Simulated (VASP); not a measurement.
# MnO (Fm-3m) in VASP: a series of runs

MnO is run at these levels: PBE, LDA, PBEsol+D4, revPBE; tasks: single point.

All numbers are computed with VASP 6.6.1; they aren't measurements. Logs are shortened: lines on timing, memory, paths and dates and some standing lists are left out, and cuts for length are marked.

**1. The cell of the first run**

The structure is cubic, space group Fm-3m (No. 225). Conventional cell: a = 4.357 Å, b = 4.357 Å, c = 4.357 Å, α = 90.00°, β = 90.00°, γ = 90.00°. Within 2.9 Å of Mn (site symmetry m-3m) lie 6 O at 2.18 Å. Within 2.9 Å of O (site symmetry m-3m) lie 6 Mn at 2.18 Å.

**2. Single point, PBE, collinear spin, ferromagnetic start**

File INCAR:

```
SYSTEM = MnO
ALGO = Normal ; EDIFF = 1E-6
ENCUT = 520 ; GGA = PE
ISIF = 2 ; ISMEAR = -1
ISPIN = 2 ; LASPH = .TRUE.
LCHARG = .TRUE. ; LELF = .TRUE.
LMAXMIX = 4 ; LORBIT = 11
LREAL = .FALSE. ; LVHAR = .TRUE.
LWAVE = .FALSE. ; MAGMOM = 4 0
NBANDS = 20 ; NELM = 150
PREC = Accurate ; SIGMA = 0.05
```

File KPOINTS:

```
k-points
0
G
  10 10 10
  0 0 0
```

File POSCAR:

```
MnO
1.0
    0.0000000000      2.1785090927      2.1785090927
    2.1785090927      0.0000000000      2.1785090927
    2.1785090927      2.1785090927      0.0000000000
Mn O
1 1
Direct
    0.0000000000      0.0000000000      0.0000000000
    0.5000000000      0.5000000000      0.5000000000
```

Potentials or basis: VASP PAW PBE potentials, release 64 (Mn_pv, O).

Run with:

```
$ cat potpaw_PBE.64/Mn_pv/POTCAR potpaw_PBE.64/O/POTCAR > POTCAR
$ mpirun -np 1 vasp_std > vasp.out
```

OUTCAR:

```text
SYSTEM = MnO
   EDIFF = 1E-6
   ENCUT = 520
   GGA = PE
   ISIF = 2
   ISMEAR = -1
   ISPIN = 2
   LASPH = .TRUE.
   LORBIT = 11
   LREAL = .FALSE.
   NELM = 150
   PREC = Accurate

 ion  position               nearest neighbor table
   1  0.000  0.000  0.000-   2 2.18   2 2.18   2 2.18   2 2.18   2 2.18   2 2.18
   2  0.500  0.500  0.500-   1 2.18   1 2.18   1 2.18   1 2.18   1 2.18   1 2.18

  LATTYP: Found a face centered cubic cell.
 ALAT       =     4.3570181854

  Lattice vectors:

 A1 = (   0.0000000000,   2.1785090927,   2.1785090927)
 A2 = (   2.1785090927,   0.0000000000,   2.1785090927)
 A3 = (   2.1785090927,   2.1785090927,   0.0000000000)

Analysis of symmetry for initial positions (statically):
=====================================================================
 Subroutine PRICEL returns:
 Original cell was already a primitive cell.

 Routine SETGRP: Setting up the symmetry group for a
 face centered cubic supercell.

 Subroutine GETGRP returns: Found 48 space group operations
 (whereof 48 operations were pure point group operations)
 out of a pool of 48 trial point group operations.

The static configuration has the point symmetry O_h .

Analysis of symmetry for dynamics (positions and initial velocities):
=====================================================================
 Subroutine PRICEL returns:
 Original cell was already a primitive cell.

 Routine SETGRP: Setting up the symmetry group for a
 face centered cubic supercell.

 Subroutine GETGRP returns: Found 48 space group operations
 (whereof 48 operations were pure point group operations)
 out of a pool of 48 trial point group operations.

The dynamic configuration has the point symmetry O_h .

Analysis of structural, dynamic, and magnetic symmetry:
=====================================================================
 Subroutine PRICEL returns:
 Original cell was already a primitive cell.

 Routine SETGRP: Setting up the symmetry group for a
 face centered cubic supercell.

 Subroutine GETGRP returns: Found 48 space group operations
 (whereof 48 operations were pure point group operations)
 out of a pool of 48 trial point group operations.

The overall configuration has the point symmetry O_h .

 Subroutine INISYM returns: Found 48 space group operations
 (whereof 48 operations are pure point group operations),
 and found     1 'primitive' translations

----------------------------------------------------------------------------------------

                                     Primitive cell

  volume of cell :      20.6780

  direct lattice vectors                    reciprocal lattice vectors
     0.000000000  2.178509093  2.178509093    -0.229514764  0.229514764  0.229514764
     2.178509093  0.000000000  2.178509093     0.229514764 -0.229514764  0.229514764
     2.178509093  2.178509093  0.000000000     0.229514764  0.229514764 -0.229514764

  length of vectors
     3.080877105  3.080877105  3.080877105     0.397531232  0.397531232  0.397531232

  position of ions in fractional coordinates (direct lattice)
     0.000000000  0.000000000  0.000000000
     0.500000000  0.500000000  0.500000000

  ion indices of the primitive-cell ions
   primitive index   ion index
                 1           1
                 2           2

----------------------------------------------------------------------------------------

 KPOINTS: k-points

Automatic generation of k-mesh.
 Grid dimensions read from file:
 generate k-points for:   10   10   10

 Generating k-lattice:

  Cartesian coordinates                     Fractional coordinates (reciprocal lattice)
    -0.022951476  0.022951476  0.022951476     0.100000000  0.000000000  0.000000000
     0.022951476 -0.022951476  0.022951476     0.000000000  0.100000000  0.000000000
     0.022951476  0.022951476 -0.022951476     0.000000000  0.000000000  0.100000000

  Length of vectors
     0.039753123  0.039753123  0.039753123

  Shift w.r.t. Gamma in fractional coordinates (k-lattice)
     0.000000000  0.000000000  0.000000000

 Subroutine IBZKPT returns following result:
 ===========================================

 Found     47 irreducible k-points:

 Following reciprocal coordinates:
            Coordinates               Weight
  0.000000  0.000000  0.000000      1.000000
  0.100000  0.000000  0.000000      8.000000
  0.200000  0.000000  0.000000      8.000000
  0.300000  0.000000  0.000000      8.000000
  0.400000  0.000000  0.000000      8.000000
  0.500000  0.000000  0.000000      4.000000
[... 16 lines left out ...]
  0.300000  0.300000  0.000000      6.000000
  0.400000  0.300000  0.000000     24.000000
 [... further k-points ...]
   k-points           NKPTS =     47   k-points in BZ     NKDIM =     47   number of bands    NBANDS=     20
   number of dos      NEDOS =    301   number of ions     NIONS =      2
   total plane-waves  NPLWV =  13824
   dimension x,y,z NGX =    24 NGY =   24 NGZ =   24
   dimension x,y,z NGXF=    48 NGYF=   48 NGZF=   48
   ions per type =               1   1
   NGX,Y,Z   is equivalent  to a cutoff of  12.95, 12.95, 12.95 a.u.
   NGXF,Y,Z  is equivalent  to a cutoff of  25.90, 25.90, 25.90 a.u.
 SYSTEM =  MnO
   PREC   = accura    normal or accurate (medium, high low for compatibility)
   ISTART =      0    job   : 0-new  1-cont  2-samecut
   ICHARG =      2    charge: 1-file 2-atom 10-const
   ISPIN  =      2    spin polarized calculation?
   LNONCOLLINEAR =      F non collinear calculations
   LSORBIT =      F    spin-orbit coupling
   LASPH  =      T    aspherical Exc in radial PAW
   ENCUT  =  520.0 eV  38.22 Ry    6.18 a.u.   5.73  5.73  5.73*2*pi/ulx,y,z
   NELM   =    150;   NELMIN=  2; NELMDL= -5     # of ELM steps
   EDIFF  = 0.1E-05   stopping-criterion for ELM
   LREAL  =      F    real-space projection
   EDIFFG = 0.1E-04   stopping-criterion for IOM
   NSW    =      0    number of steps for IOM
   IBRION =     -1    ionic relax: 0-MD 1-quasi-New 2-CG
   NFREE  =      0    steps in history (QN), initial steepest desc. (CG)
   ISIF   =      2    stress and relaxation
   ISYM   =      2    0-nonsym 1-usesym 2-fastsym
   POTIM  = 0.5000    time-step for ionic-motion
   TEBEG  =    0.0;   TEEND  =   0.0 temperature during run
   PSTRESS=    0.0 pullay stress
   NELECT =      19.0000    total number of electrons
   NUPDOWN=      -1.0000    fix difference up-down
   EMIN   =  10.00;   EMAX   =-10.00  energy-range for DOS
   EFERMI =   0.00;   METHOD = LEGACY
   ISMEAR =    -1;   SIGMA  =   0.05  broadening in eV -4-tet -1-fermi 0-gaus
   EFERMI_NEDOS =   21; number of points for ismear=-14 and -15
   IALGO  =     38    algorithm
   IMIX   =      4    mixing-type and parameters
     AMIX     =   0.40;   BMIX     =  1.00
     AMIX_MAG =   1.60;   BMIX_MAG =  1.00
  volume/ion in A,a.u.               =      10.34        69.77
  Fermi-wavevector in a.u.,A,eV,Ry     =   1.591561  3.007614 34.464466  2.533067
  Thomas-Fermi vector in A             =   2.690082
   LORBIT       =     11    0 simple, 1 ext, 2 COOP (PROOUT), +10 PAW based schemes
   GGA     = PE    functional components
   LHFCALC =     F    Hartree Fock is set to
   AEXX    =    0.0000 exact exchange contribution
   IVDW    =     0    specifies the selected vdW correction
   LEPSILON=     F    determine dielectric tensor
   LRPA    =     F    only Hartree local field effects (RPA)
 spin polarized calculation
  energy-cutoff  :      520.00
  volume of cell :       20.68
 maximum number of plane-waves:       568
   NGX = 11   NGY = 11   NGZ = 11

 number of electron      19.0000009 magnetization       4.5769500

 Free energy of the ion-electron system (eV)
  ---------------------------------------------------
  ext. energy  EPLUGINS =         0.00000000
  ---------------------------------------------------
  free energy    TOTEN  =       -16.37507558 eV

  energy without entropy =      -16.36467817  energy(sigma->0) =      -16.36987688

 E-fermi :   8.3551     XC(G=0): -12.2194

 val. band max:        8.3503939745   @ k =   0.5000   0.1000   0.0000
 cond. band min:       8.3632219472   @ k =   0.5000   0.2000   0.1000
 fundamental gap:      0.0128279727
 Fermi energy:         8.3550724894

 spin component 1

 k-point     1 :       0.0000    0.0000    0.0000
  band No.  band energies     occupation
      1     -42.0222      1.00000
      2     -42.0222      1.00000
      3     -42.0222      1.00000
      4     -12.5155      1.00000
      5       4.2494      1.00000
      6       4.2494      1.00000
[... 12 lines left out ...]
     19      29.1500      0.00000
     20      29.1500      0.00000

 k-point     2 :       0.1000    0.0000    0.0000
  band No.  band energies     occupation
      1     -42.0302      1.00000
      2     -42.0232      1.00000
      3     -42.0232      1.00000
      4     -12.4202      1.00000
      5       3.3865      1.00000
      6       3.7177      1.00000
[... 12 lines left out ...]
     19      28.3034      0.00000
     20      30.1706      0.00000

 k-point     3 :       0.2000    0.0000    0.0000
  band No.  band energies     occupation
      1     -42.0510      1.00000
      2     -42.0258      1.00000
      3     -42.0258      1.00000
      4     -12.1610      1.00000
      5       1.9981      1.00000
      6       2.9530      1.00000
[... 12 lines left out ...]
     19      28.0816      0.00000
     20      32.3158      0.00000

 k-point     4 :       0.3000    0.0000    0.0000
  band No.  band energies     occupation
      1     -42.0766      1.00000
      2     -42.0290      1.00000
      3     -42.0290      1.00000
      4     -11.8171      1.00000
      5       0.7274      1.00000
      6       2.3323      1.00000
[... 429 lines left out ...]
 k-point    23 :       0.3000    0.3000    0.0000
  band No.  band energies     occupation
      1     -42.0719      1.00000
      2     -42.0419      1.00000
      3     -42.0419      1.00000
      4     -11.7552      1.00000
      5       0.7870      1.00000
      6       3.1965      1.00000
[... 12 lines left out ...]
     19      34.2789      0.00000
     20      34.6816      0.00000

 k-point    24 :       0.4000    0.3000    0.0000
  band No.  band energies     occupation
      1     -42.0828      1.00000
      2     -42.0477      1.00000
      3     -42.0453      1.00000
      4     -11.5977      1.00000
      5       0.6820      1.00000
      6       2.6788      1.00000
[... 12 lines left out ...]
     19      34.1082      0.00000
     20      35.6525      0.00000

 [... further k-points ...]

 spin component 2

 k-point     1 :       0.0000    0.0000    0.0000
  band No.  band energies     occupation
      1     -37.5167      1.00000
      2     -37.5167      1.00000
      3     -37.5167      1.00000
      4     -12.0917      1.00000
      5       4.6171      1.00000
      6       4.6171      1.00000
[... 12 lines left out ...]
     19      31.4272      0.00000
     20      31.4272      0.00000

 k-point     2 :       0.1000    0.0000    0.0000
  band No.  band energies     occupation
      1     -37.5268      1.00000
      2     -37.5178      1.00000
      3     -37.5178      1.00000
      4     -11.9985      1.00000
      5       3.9959      1.00000
      6       4.4036      1.00000
[... 12 lines left out ...]
     19      30.1997      0.00000
     20      32.2155      0.00000

 k-point     3 :       0.2000    0.0000    0.0000
  band No.  band energies     occupation
      1     -37.5532      1.00000
      2     -37.5209      1.00000
      3     -37.5209      1.00000
      4     -11.7459      1.00000
      5       2.7558      1.00000
      6       3.9291      1.00000
[... 12 lines left out ...]
     19      29.6588      0.00000
     20      33.9971      0.00000

 k-point     4 :       0.3000    0.0000    0.0000
  band No.  band energies     occupation
      1     -37.5857      1.00000
      2     -37.5247      1.00000
      3     -37.5247      1.00000
      4     -11.4124      1.00000
      5       1.5476      1.00000
      6       3.4486      1.00000
[... 429 lines left out ...]
 k-point    23 :       0.3000    0.3000    0.0000
  band No.  band energies     occupation
      1     -37.5788      1.00000
      2     -37.5409      1.00000
      3     -37.5409      1.00000
      4     -11.3464      1.00000
      5       1.5965      1.00000
      6       3.7933      1.00000
[... 12 lines left out ...]
     19      35.0791      0.00000
     20      35.7182      0.00000

 k-point    24 :       0.4000    0.3000    0.0000
  band No.  band energies     occupation
      1     -37.5922      1.00000
      2     -37.5480      1.00000
      3     -37.5450      1.00000
      4     -11.1911      1.00000
      5       1.4203      1.00000
      6       3.4110      1.00000
[... 12 lines left out ...]
     19      35.0751      0.00000
     20      36.6183      0.00000

 [... further k-points ...]

------------------------ aborting loop because EDIFF is reached ----------------------------------------

  FORCE on cell =-STRESS in cart. coord.  units (eV):
  Direction    XX          YY          ZZ          XY          YZ          ZX
  --------------------------------------------------------------------------------------
  -------------------------------------------------------------------------------------
  Total        0.8853391      0.8853391      0.8853391     -0.0000000     -0.0000000     -0.0000000
  in kB       68.5981015     68.5981015     68.5981015     -0.0000000     -0.0000000     -0.0000000
  external PRESSURE =      68.5981015 kB  Pullay stress =       0.0000000 kB

 VOLUME and BASIS-vectors are now :
 -----------------------------------------------------------------------------
  energy-cutoff  :      520.00
  volume of cell :       20.68
      direct lattice vectors                 reciprocal lattice vectors
     0.000000000  2.178509093  2.178509093    -0.229514764  0.229514764  0.229514764
     2.178509093  0.000000000  2.178509093     0.229514764 -0.229514764  0.229514764
     2.178509093  2.178509093  0.000000000     0.229514764  0.229514764 -0.229514764

 POSITION                                       TOTAL-FORCE (eV/Angst)
 -----------------------------------------------------------------------------------
      0.00000      0.00000      0.00000        -0.000000      0.000000     -0.000000
      2.17851      2.17851      2.17851         0.000000     -0.000000      0.000000
 -----------------------------------------------------------------------------------
    total drift:                                0.000000     -0.000000     -0.000000

  FREE ENERGIE OF THE ION-ELECTRON SYSTEM (eV)
  ---------------------------------------------------
  free  energy   TOTEN  =       -16.3750755849 eV

  energy  without entropy=      -16.3646781697  energy(sigma->0) =      -16.36987688

 total charge

# of ion       s       p       d       tot
------------------------------------------
    1        0.212   6.196   5.015  11.423
    2        1.562   3.435   0.000   4.997
--------------------------------------------------
tot          1.775   9.631   5.015  16.420

 magnetization (x)

# of ion       s       p       d       tot
------------------------------------------
    1        0.033   0.026   4.124   4.183
    2        0.031   0.156   0.000   0.188
--------------------------------------------------
tot          0.064   0.182   4.124   4.370
```

It took 28 s on 1 thread of Intel Xeon 6975P-C, shared host; peak memory 0.16 GiB.

What came out:

| Quantity | Value |
| --- | --- |
| Free energy | -16.3751 eV |
| Pressure | 6.9 GPa |
| Net moment | 4.58 μB per cell |
| Site moments | Mn +4.18; O +0.19 μB |
| Valence electrons inside the program's atomic spheres | Mn 11.42; O 5.00 |

Caveat: a cell with one magnetic atom can't hold antiferromagnetic order, which such compounds often take; semilocal functionals often make such compounds metallic where correlation or magnetic order opens a gap, which also shifts bond lengths.

**3. Single point, LDA, collinear spin, ferromagnetic start**

This run uses another cell than the first one, of 11.22 Å³/atom, 1.085 times its volume.

File INCAR:

```
PREC = Accurate
ENCUT = 520
EDIFF = 1E-6
ISMEAR = -1
SIGMA = 0.05
LREAL = F
LASPH = T
NELM = 150
ALGO = Normal
ISIF = 2
LWAVE = F
LCHARG = T
ISPIN = 2
MAGMOM = 4 0
LORBIT = 11
LMAXMIX = 4
GGA = CA
LELF = T
LVHAR = T
NBANDS = 20
```

File KPOINTS:

```
regular mesh
0
Gamma
  10 10 10
```

File POSCAR:

```
MnO
1.0
    0.0000000000      2.2386359976      2.2386359976
    2.2386359976      0.0000000000      2.2386359976
    2.2386359976      2.2386359976      0.0000000000
Mn O
1 1
Direct
    0.0000000000      0.0000000000      0.0000000000
    0.5000000000      0.5000000000      0.5000000000
```

Potentials or basis: VASP PAW LDA potentials, release 64 (Mn_pv, O).

Run with:

```
$ cat potpaw_LDA.64/Mn_pv/POTCAR potpaw_LDA.64/O/POTCAR > POTCAR
$ mpirun -np 1 vasp_std > vasp.out
```

Wall time 12 s (1 thread of Intel Xeon 6975P-C (Granite Rapids), shared host); peak memory 0.15 GiB.

It converged, with:

```yaml
Free_energy: -17.5373 eV
Pressure: -18.9 GPa
Net_moment: 4.59 μB per cell
Site_moments: Mn +4.17; O +0.19 μB
Valence_electrons_inside_the_program's_atomic_spheres: Mn 11.36; O 4.92
```

Levels at points of the mesh, in eV from the Fermi level:
Spin up:
| k point | band 10 | band 11 | band 12 | band 13 | band 14 | band 15 |
| --- | --- | --- | --- | --- | --- | --- |
| (0.00, 0.00, 0.00) | -2.95 | -2.47 | -2.47 | -0.45 | 13.96 | 16.14 |
| (0.50, 0.00, 0.00) | -1.68 | 0.30 | 0.30 | 3.49 | 7.56 | 11.68 |
| (0.50, 0.50, 0.00) | -1.80 | -1.80 | -1.71 | 4.91 | 7.69 | 10.37 |
Spin down:
```tsv
k point	band 5	band 6	band 7	band 8	band 9	band 10
(0.00, 0.00, 0.00)	-3.29	-3.29	-3.29	0.42	0.42	0.42
(0.50, 0.00, 0.00)	-7.29	-4.79	-4.79	1.59	1.60	1.60
(0.50, 0.50, 0.00)	-6.30	-4.25	-4.25	-1.07	1.62	1.82
```

Caveat: a cell with one magnetic atom can't hold antiferromagnetic order, which such compounds often take; semilocal functionals often make such compounds metallic where correlation or magnetic order opens a gap, which also shifts bond lengths. With open d or f shells a metallic result of LDA can be an artefact of self-interaction; +U or a hybrid may open a gap.

(Continued in part 2 of 2.)
